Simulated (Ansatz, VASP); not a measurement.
Two plane-wave programs on CrO2

```
Cr O
1.0
     4.39488    0.00000    0.00000
     0.00000    4.39488    0.00000
     0.00000    0.00000    2.88404
Cr O
2 4
Direct
  0.00000 0.00000 0.00000
  0.50000 0.50000 0.50000
  0.30333 0.30333 0.00000
  0.69667 0.69667 0.00000
  0.80333 0.19667 0.50000
  0.19667 0.80333 0.50000
```

Alike in both runs: functional PBEsol; k mesh 4 × 4 × 8; occupations gaussian, width 0.1 eV; collinear spin.

Ansatz relaxed the structure, and its values are those at the end. VASP's run is a single point on that final structure, the one shown.

|  | VASP | Ansatz |
| --- | --- | --- |
| version | VASP 6.6.1 | Ansatz 0.2.0 |
| potentials or method | VASP PAW PBE potentials, release 64 (Cr_pv, O), cutoff 520 eV | scalar-relativistic, plane waves, PAW |
| valence electrons in the cell | 48 | 52 |

|  | VASP | Ansatz | Ansatz less VASP |
| --- | --- | --- | --- |
| gap on the k mesh at the Fermi level (eV) | none | none | - |
| pressure (GPa) | 0.6 | 0.1 | -0.50 |
| rms of the force components (eV/Å) | 0.011 | 0.002 | -0.0093 |
| net moment per atom (μB) | 0.67 | 0.67 | 0.000 |
| size of the moment on the site where the two differ most (μB) | 2.06 | 1.70 | -0.362 |

VASP's potentials were made for PBE, not for PBEsol. Site moments also hang on the region over which each program counts them. A gap of «none» marks a metal or a gap that the smearing closes. With one functional, cell and mesh, what is left measures potentials, basis and numerics. VASP's potentials hold 48 valence electrons a cell and Ansatz's 52, so a difference there can come from the potentials and not from the codes.
